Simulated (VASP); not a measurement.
# Ag (I4/mmm) in VASP: a series of runs

Runs on Ag. Level: r2SCAN. Tasks: single point.

Everything below comes from runs of VASP 6.6.1. Logs are shortened: lines on timing, memory, paths and dates and some standing lists are left out, and cuts for length are marked.

## 1. The cell of the first run

The structure is tetragonal, space group I4/mmm (No. 139). Conventional cell: a = 3.269 Å, b = 3.269 Å, c = 3.105 Å, α = 90.00°, β = 90.00°, γ = 90.00°. Within 3.7 Å of Ag (site symmetry 4/mmm) lie 14 Ag at 2.78 to 3.27 Å.

## 2. Single point, r2SCAN (strain +0.000 along x and y, -0.050 along z)

Contents of POSCAR:

```
Ag
1.0
   -1.6342676484      1.6342676484      1.5525542660
    1.6342676484     -1.6342676484      1.5525542660
    1.6342676484      1.6342676484     -1.5525542660
Ag
1
Direct
    0.0000000000      0.0000000000      0.0000000000
```

Contents of INCAR.step1:

```
PREC = Accurate ; ENCUT = 520
ISMEAR = 0 ; SIGMA = 0.15
LREAL = F ; LASPH = T
NELM = 100 ; NBANDS = 12
GGA = PE ; ALGO = Normal
EDIFF = 1E-4 ; LWAVE = T
LCHARG = F
```

Contents of INCAR.step2:

```
PREC = Accurate ; ENCUT = 520
EDIFF = 1E-6 ; ISMEAR = 0
SIGMA = 0.15 ; LREAL = F
LASPH = T ; NELM = 100
ALGO = Normal ; ISIF = 2
LWAVE = F ; LCHARG = F
METAGGA = R2SCAN ; LMIXTAU = T
NBANDS = 12 ; ISTART = 1
```

Contents of KPOINTS:

```
regular mesh
0
Gamma
  26 26 26
```

Potentials or basis: VASP PAW PBE potentials, release 64 (Ag).

Run with:

```console
cat potpaw_PBE.64/Ag/POTCAR > POTCAR
cp INCAR.step1 INCAR
mpirun -np 1 vasp_std > vasp.out
cp INCAR.step2 INCAR
mpirun -np 1 vasp_std > vasp.out
```

OUTCAR:

```text
PREC = Accurate
   ENCUT = 520
   EDIFF = 1E-6
   ISMEAR = 0
   LREAL = F
   LASPH = T
   NELM = 100
   ISIF = 2
   METAGGA = R2SCAN
   ISTART = 1

 ion  position               nearest neighbor table
   1  0.000  0.000  0.000-

  LATTYP: Found a body centered tetragonal cell.
 ALAT       =     3.2685352968
 C/A-ratio  =     0.9500000000

  Lattice vectors:

 A1 = (  -1.6342676484,   1.6342676484,   1.5525542660)
 A2 = (   1.6342676484,  -1.6342676484,   1.5525542660)
 A3 = (   1.6342676484,   1.6342676484,  -1.5525542660)

Analysis of symmetry for initial positions (statically):
=====================================================================
 Subroutine PRICEL returns:
 Original cell was already a primitive cell.

 Routine SETGRP: Setting up the symmetry group for a
 body centered tetragonal supercell.

 Subroutine GETGRP returns: Found 16 space group operations
 (whereof 16 operations were pure point group operations)
 out of a pool of 16 trial point group operations.

The static configuration has the point symmetry D_4h.

Analysis of symmetry for dynamics (positions and initial velocities):
=====================================================================
 Subroutine PRICEL returns:
 Original cell was already a primitive cell.

 Routine SETGRP: Setting up the symmetry group for a
 body centered tetragonal supercell.

 Subroutine GETGRP returns: Found 16 space group operations
 (whereof 16 operations were pure point group operations)
 out of a pool of 16 trial point group operations.

The dynamic configuration has the point symmetry D_4h.

 Subroutine INISYM returns: Found 16 space group operations
 (whereof 16 operations are pure point group operations),
 and found     1 'primitive' translations

----------------------------------------------------------------------------------------

                                     Primitive cell

  volume of cell :      16.5864

  direct lattice vectors                    reciprocal lattice vectors
    -1.634267648  1.634267648  1.552554266     0.000000000  0.305947438  0.322049935
     1.634267648 -1.634267648  1.552554266     0.305947438  0.000000000  0.322049935
     1.634267648  1.634267648 -1.552554266     0.305947438  0.305947438  0.000000000

  length of vectors
     2.784256856  2.784256856  2.784256856     0.444207154  0.444207154  0.432675016

  position of ions in fractional coordinates (direct lattice)
     0.000000000  0.000000000  0.000000000

  ion indices of the primitive-cell ions
   primitive index   ion index
                 1           1

----------------------------------------------------------------------------------------

 KPOINTS: regular mesh

Automatic generation of k-mesh.
 Grid dimensions read from file:
 generate k-points for:   26   26   26

 Generating k-lattice:

  Cartesian coordinates                     Fractional coordinates (reciprocal lattice)
     0.000000000  0.011767209  0.012386536     0.038461538  0.000000000  0.000000000
     0.011767209  0.000000000  0.012386536     0.000000000  0.038461538  0.000000000
     0.011767209  0.011767209  0.000000000     0.000000000  0.000000000  0.038461538

  Length of vectors
     0.017084891  0.017084891  0.016641347

  Shift w.r.t. Gamma in fractional coordinates (k-lattice)
     0.000000000  0.000000000  0.000000000

 Subroutine IBZKPT returns following result:
 ===========================================

 Found   1330 irreducible k-points:

 Following reciprocal coordinates:
            Coordinates               Weight
  0.000000  0.000000  0.000000      1.000000
  0.038462  0.000000 -0.000000      8.000000
  0.076923  0.000000 -0.000000      8.000000
  0.115385  0.000000 -0.000000      8.000000
  0.153846  0.000000  0.000000      8.000000
  0.192308  0.000000  0.000000      8.000000
[... 16 lines left out ...]
  0.346154  0.038462 -0.000000     16.000000
  0.384615  0.038462 -0.000000     16.000000
 [... further k-points ...]
   k-points           NKPTS =   1330   k-points in BZ     NKDIM =   1330   number of bands    NBANDS=     12
   number of dos      NEDOS =    301   number of ions     NIONS =      1
   total plane-waves  NPLWV =  13824
   dimension x,y,z NGX =    24 NGY =   24 NGZ =   24
   dimension x,y,z NGXF=    48 NGYF=   48 NGZF=   48
   ions per type =               1
   NGX,Y,Z   is equivalent  to a cutoff of  14.33, 14.33, 14.33 a.u.
   NGXF,Y,Z  is equivalent  to a cutoff of  28.66, 28.66, 28.66 a.u.
 SYSTEM =  unknown system
   PREC   = accura    normal or accurate (medium, high low for compatibility)
   ISTART =      1    job   : 0-new  1-cont  2-samecut
   ICHARG =      0    charge: 1-file 2-atom 10-const
   ISPIN  =      1    spin polarized calculation?
   LNONCOLLINEAR =      F non collinear calculations
   LSORBIT =      F    spin-orbit coupling
   LASPH  =      T    aspherical Exc in radial PAW
   ENCUT  =  520.0 eV  38.22 Ry    6.18 a.u.   5.18  5.18  5.18*2*pi/ulx,y,z
   NELM   =    100;   NELMIN=  2; NELMDL=  0     # of ELM steps
   EDIFF  = 0.1E-05   stopping-criterion for ELM
   LREAL  =      F    real-space projection
[... 7 lines left out ...]
   TEBEG  =    0.0;   TEEND  =   0.0 temperature during run
   PSTRESS=    0.0 pullay stress
   NELECT =      11.0000    total number of electrons
   NUPDOWN=      -1.0000    fix difference up-down
   EMIN   =  10.00;   EMAX   =-10.00  energy-range for DOS
   EFERMI =   0.00;   METHOD = LEGACY
   ISMEAR =     0;   SIGMA  =   0.15  broadening in eV -4-tet -1-fermi 0-gaus
   EFERMI_NEDOS =   21; number of points for ismear=-14 and -15
   IALGO  =     38    algorithm
   IMIX   =      4    mixing-type and parameters
     AMIX     =   0.40;   BMIX     =  1.00
     AMIX_MAG =   1.60;   BMIX_MAG =  1.00
  volume/ion in A,a.u.               =      16.59       111.93
  Fermi-wavevector in a.u.,A,eV,Ry     =   1.427649  2.697865 27.731132  2.038181
  Thomas-Fermi vector in A             =   2.547796
   LORBIT       =      0    0 simple, 1 ext, 2 COOP (PROOUT), +10 PAW based schemes
   METAGGA = R2SCAN    functional components
   LHFCALC =     F    Hartree Fock is set to
   AEXX    =    0.0000 exact exchange contribution
   IVDW    =     0    specifies the selected vdW correction
   LEPSILON=     F    determine dielectric tensor
   LRPA    =     F    only Hartree local field effects (RPA)
 non-spin polarized calculation
 Gauss-broadening in eV      SIGMA  =   0.15
  energy-cutoff  :      520.00
  volume of cell :       16.59
 maximum number of plane-waves:       464
 NGX is ok and might be reduce to    24
   NGX = 11   NGY = 11   NGZ = 11

 number of electron      11.0000001 magnetization

 Free energy of the ion-electron system (eV)
  ---------------------------------------------------
  ext. energy  EPLUGINS =         0.00000000
  ---------------------------------------------------
  free energy    TOTEN  =       -21.31135868 eV

  energy without entropy =      -21.30796409  energy(sigma->0) =      -21.30966139

 E-fermi :   8.8493     XC(G=0): -13.1613

 val. band max:        8.8437820594   @ k =  -0.1154  -0.4231   0.1154
 cond. band min:       8.8498034103   @ k =   0.5000   0.1154   0.0385
 fundamental gap:      0.0060213508
 Fermi energy:         8.8492611552

 k-point     1 :       0.0000    0.0000    0.0000
  band No.  band energies     occupation
      1       0.6545      2.00000
      2       3.2881      2.00000
      3       3.5494      2.00000
      4       3.5494      2.00000
      5       4.7061      2.00000
      6       5.0023      2.00000
      7      27.3142      0.00000
      8      27.3142      0.00000
      9      28.3487      0.00000
     10      34.1533      0.00000
     11      34.1533      0.00000
     12      34.2756      0.00000

 k-point     2 :       0.0385    0.0000   -0.0000
  band No.  band energies     occupation
      1       0.7076      2.00000
      2       3.2966      2.00000
      3       3.5500      2.00000
      4       3.5573      2.00000
      5       4.7066      2.00000
      6       4.9900      2.00000
      7      27.2723      0.00000
      8      27.3523      0.00000
      9      28.2501      0.00000
     10      33.2168      0.00000
     11      33.7920      0.00000
     12      33.9674      0.00000

 k-point     3 :       0.0769    0.0000   -0.0000
  band No.  band energies     occupation
      1       0.8644      2.00000
      2       3.3011      2.00000
      3       3.5518      2.00000
      4       3.6023      2.00000
      5       4.7079      2.00000
      6       4.9575      2.00000
      7      27.0936      0.00000
      8      27.4631      0.00000
      9      27.9438      0.00000
     10      32.2957      0.00000
     11      32.9397      0.00000
     12      33.0533      0.00000
[... 286 lines left out ...]
 k-point    23 :       0.3462    0.0385   -0.0000
  band No.  band energies     occupation
      1       2.0880      2.00000
      2       2.6699      2.00000
      3       4.7395      2.00000
      4       5.0470      2.00000
      5       5.3548      2.00000
      6       6.5067      2.00000
      7      17.0520      0.00000
      8      23.3032      0.00000
      9      24.8704      0.00000
     10      29.3888      0.00000
     11      30.7808      0.00000
     12      34.5917      0.00000

 k-point    24 :       0.3846    0.0385   -0.0000
  band No.  band energies     occupation
      1       2.0061      2.00000
      2       2.6032      2.00000
      3       4.7652      2.00000
      4       5.0955      2.00000
      5       5.6151      2.00000
      6       7.4153      2.00000
      7      15.6147      0.00000
      8      22.9114      0.00000
      9      24.2787      0.00000
     10      29.5368      0.00000
     11      30.8799      0.00000
     12      34.7589      0.00000

 [... further k-points ...]
[... 5 lines left out ...]
  --------------------------------------------------------------------------------------
  -------------------------------------------------------------------------------------
  Total        0.6272366      0.6272366      0.5822183      0.0000000     -0.0000000      0.0000000
  in kB       60.5883121     60.5883121     56.2397330      0.0000000     -0.0000000      0.0000000
  external PRESSURE =      59.1387857 kB  Pullay stress =       0.0000000 kB

 VOLUME and BASIS-vectors are now :
 -----------------------------------------------------------------------------
  energy-cutoff  :      520.00
  volume of cell :       16.59
      direct lattice vectors                 reciprocal lattice vectors
    -1.634267648  1.634267648  1.552554266     0.000000000  0.305947438  0.322049935
     1.634267648 -1.634267648  1.552554266     0.305947438  0.000000000  0.322049935
     1.634267648  1.634267648 -1.552554266     0.305947438  0.305947438  0.000000000

 POSITION                                       TOTAL-FORCE (eV/Angst)
 -----------------------------------------------------------------------------------
      0.00000      0.00000      0.00000         0.000000      0.000000      0.000000
 -----------------------------------------------------------------------------------
    total drift:                               -0.000000      0.000000      0.000000

  FREE ENERGIE OF THE ION-ELECTRON SYSTEM (eV)
  ---------------------------------------------------
  free  energy   TOTEN  =       -21.3113586843 eV

  energy  without entropy=      -21.3079640871  energy(sigma->0) =      -21.30966139
```

Wall time 4.3 min (1 thread of Intel Xeon 6975P-C (Granite Rapids), shared host); peak memory 0.36 GiB.

Results:

- Free energy: -21.3114 eV
- Pressure: 5.9 GPa
- Band gap on the k mesh: zero (an odd number of electrons rules out a gap without spin polarisation)

Caveat: the cell differs from its parent crystal (strain +0.000 along x and y, -0.050 along z); the cell stands under pressure; the PAW data sets were made with another functional, which shifts forces and pressure a little.

## 3. Single point, r2SCAN (strain -0.025 along x and y, +0.000 along z)

Contents of POSCAR:

```
Ag
1.0
   -1.5934109572      1.5934109572      1.6342676484
    1.5934109572     -1.5934109572      1.6342676484
    1.5934109572      1.5934109572     -1.6342676484
Ag
1
Direct
    0.0000000000      0.0000000000      0.0000000000
```

Contents of INCAR.step1:

```
  PREC = Accurate
  ENCUT = 520
  ISMEAR = 0
  SIGMA = 0.15
  LREAL = False
  LASPH = True
  NELM = 60
  NBANDS = 12
  GGA = PE
  ALGO = Normal
  EDIFF = 1E-4
  LWAVE = True
  LCHARG = False
```

Contents of INCAR.step2:

```
  PREC = Accurate
  ENCUT = 520
  EDIFF = 1E-6
  ISMEAR = 0
  SIGMA = 0.15
  LREAL = False
  LASPH = True
  NELM = 60
  ALGO = Normal
  ISIF = 2
  LWAVE = False
  LCHARG = False
  METAGGA = R2SCAN
  LMIXTAU = True
  NBANDS = 12
  ISTART = 1
```

Contents of KPOINTS:

```
Automatic mesh
0
Gamma
  26 26 26
```

Potentials or basis: VASP PAW PBE potentials, release 64 (Ag).

Run with:

```console
cat potpaw_PBE.64/Ag/POTCAR > POTCAR
cp INCAR.step1 INCAR
mpirun -np 1 vasp_std > vasp.out
cp INCAR.step2 INCAR
mpirun -np 1 vasp_std > vasp.out
```

OUTCAR:

```text
PREC = Accurate
   ENCUT = 520
   EDIFF = 1E-6
   ISMEAR = 0
   LREAL = False
   LASPH = True
   NELM = 60
   ISIF = 2
   METAGGA = R2SCAN
   ISTART = 1

 ion  position               nearest neighbor table
   1  0.000  0.000  0.000-

  LATTYP: Found a body centered tetragonal cell.
 ALAT       =     3.1868219144
 C/A-ratio  =     1.0256410256

  Lattice vectors:

 A1 = (  -1.5934109572,   1.5934109572,   1.6342676484)
 A2 = (   1.5934109572,  -1.5934109572,   1.6342676484)
 A3 = (   1.5934109572,   1.5934109572,  -1.6342676484)

Analysis of symmetry for initial positions (statically):
=====================================================================
 Subroutine PRICEL returns:
 Original cell was already a primitive cell.

 Routine SETGRP: Setting up the symmetry group for a
 body centered tetragonal supercell.

 Subroutine GETGRP returns: Found 16 space group operations
 (whereof 16 operations were pure point group operations)
 out of a pool of 16 trial point group operations.

The static configuration has the point symmetry D_4h.

Analysis of symmetry for dynamics (positions and initial velocities):
=====================================================================
 Subroutine PRICEL returns:
 Original cell was already a primitive cell.

 Routine SETGRP: Setting up the symmetry group for a
 body centered tetragonal supercell.

 Subroutine GETGRP returns: Found 16 space group operations
 (whereof 16 operations were pure point group operations)
 out of a pool of 16 trial point group operations.

The dynamic configuration has the point symmetry D_4h.

 Subroutine INISYM returns: Found 16 space group operations
 (whereof 16 operations are pure point group operations),
 and found     1 'primitive' translations

----------------------------------------------------------------------------------------

[... 110 lines left out ...]
     AMIX_MAG =   1.60;   BMIX_MAG =  1.00
  volume/ion in A,a.u.               =      16.60       112.00
  Fermi-wavevector in a.u.,A,eV,Ry     =   1.427336  2.697273 27.718976  2.037287
  Thomas-Fermi vector in A             =   2.547516
   LORBIT       =      0    0 simple, 1 ext, 2 COOP (PROOUT), +10 PAW based schemes
   METAGGA = R2SCAN    functional components
   LHFCALC =     F    Hartree Fock is set to
   AEXX    =    0.0000 exact exchange contribution
   IVDW    =     0    specifies the selected vdW correction
   LEPSILON=     F    determine dielectric tensor
   LRPA    =     F    only Hartree local field effects (RPA)
 non-spin polarized calculation
 Gauss-broadening in eV      SIGMA  =   0.15
  energy-cutoff  :      520.00
  volume of cell :       16.60
 maximum number of plane-waves:       470
 NGX is ok and might be reduce to    24
   NGX = 11   NGY = 11   NGZ = 11

 number of electron      10.9999998 magnetization

 Free energy of the ion-electron system (eV)
  ---------------------------------------------------
  ext. energy  EPLUGINS =         0.00000000
  ---------------------------------------------------
  free energy    TOTEN  =       -21.31099365 eV

  energy without entropy =      -21.30704123  energy(sigma->0) =      -21.30901744

 E-fermi :   8.8442     XC(G=0): -13.1573

 val. band max:        8.8424862123   @ k =   0.2308   0.2308   0.0385
 cond. band min:       8.8461856138   @ k =   0.5000   0.3846   0.0385
 fundamental gap:      0.0036994015
 Fermi energy:         8.8441548982

 k-point     1 :       0.0000    0.0000    0.0000
  band No.  band energies     occupation
      1       0.6501      2.00000
      2       3.4066      2.00000
      3       3.4066      2.00000
      4       3.5278      2.00000
      5       4.7912      2.00000
      6       4.9268      2.00000
      7      27.3401      0.00000
      8      27.7982      0.00000
      9      27.7983      0.00000
     10      34.0858      0.00000
     11      34.3717      0.00000
     12      34.4581      0.00000
[... 331 lines left out ...]
 k-point    24 :       0.3846    0.0385    0.0000
  band No.  band energies     occupation
      1       2.0036      2.00000
      2       2.7298      2.00000
      3       4.7120      2.00000
      4       4.9278      2.00000
      5       5.5896      2.00000
      6       7.2519      2.00000
      7      15.3212      0.00000
      8      23.2568      0.00000
      9      24.8288      0.00000
     10      29.9750      0.00000
     11      31.5090      0.00000
     12      34.7862      0.00000

 [... further k-points ...]
[... 5 lines left out ...]
  --------------------------------------------------------------------------------------
  -------------------------------------------------------------------------------------
  Total        0.5797959      0.5797959      0.6418485      0.0000000      0.0000000      0.0000000
  in kB       55.9689224     55.9689224     61.9589920      0.0000000      0.0000000      0.0000000
  external PRESSURE =      57.9656122 kB  Pullay stress =       0.0000000 kB

 VOLUME and BASIS-vectors are now :
 -----------------------------------------------------------------------------
  energy-cutoff  :      520.00
  volume of cell :       16.60
      direct lattice vectors                 reciprocal lattice vectors
    -1.593410957  1.593410957  1.634267648     0.000000000  0.313792244  0.305947438
     1.593410957 -1.593410957  1.634267648     0.313792244  0.000000000  0.305947438
     1.593410957  1.593410957 -1.634267648     0.313792244  0.313792244  0.000000000

 POSITION                                       TOTAL-FORCE (eV/Angst)
 -----------------------------------------------------------------------------------
      0.00000      0.00000      0.00000         0.000000     -0.000000     -0.000000
 -----------------------------------------------------------------------------------
    total drift:                                0.000000      0.000000      0.000000

  FREE ENERGIE OF THE ION-ELECTRON SYSTEM (eV)
  ---------------------------------------------------
  free  energy   TOTEN  =       -21.3109936490 eV

  energy  without entropy=      -21.3070412286  energy(sigma->0) =      -21.30901744
```

OSZICAR.step1:

```text
N       E                     dE             d eps       ncg     rms          rms(c)
DAV:   1     0.523614982774E+02    0.52361E+02   -0.55211E+03 32184   0.833E+02
DAV:   2    -0.209087627583E+01   -0.54452E+02   -0.51649E+02 37312   0.196E+02
DAV:   3    -0.291372432485E+01   -0.82285E+00   -0.82235E+00 37032   0.253E+01
DAV:   4    -0.291625817171E+01   -0.25338E-02   -0.25338E-02 36196   0.147E+00
DAV:   5    -0.291627752292E+01   -0.19351E-04   -0.19352E-04 35780   0.115E-01    0.561E+00
DAV:   6    -0.266556061846E+01    0.25072E+00   -0.95720E-01 35860   0.879E+00    0.362E+00
DAV:   7    -0.265609925536E+01    0.94614E-02   -0.10858E-02 35908   0.975E-01    0.201E+00
DAV:   8    -0.265280225736E+01    0.32970E-02   -0.71498E-04 35992   0.197E-01    0.935E-02
DAV:   9    -0.265280907076E+01   -0.68134E-05   -0.70318E-06 18764   0.220E-02
   1 F= -.26528091E+01 E0= -.26506962E+01  d E =-.422576E-02
```

Run time: 4.2 min. Hardware: 1 thread of Intel Xeon 6975P-C (Granite Rapids), shared host; peak memory 0.36 GiB.

Results:

```yaml
Free_energy: -21.3110 eV
Pressure: 5.8 GPa
Band_gap_on_the_k_mesh: zero (an odd number of electrons rules out a gap without spin polarisation)
```

Caveat: the cell differs from its parent crystal (strain -0.025 along x and y, +0.000 along z); the cell stands under pressure; the PAW data sets were made with another functional, which shifts forces and pressure a little.

[end of part 1 of 2]
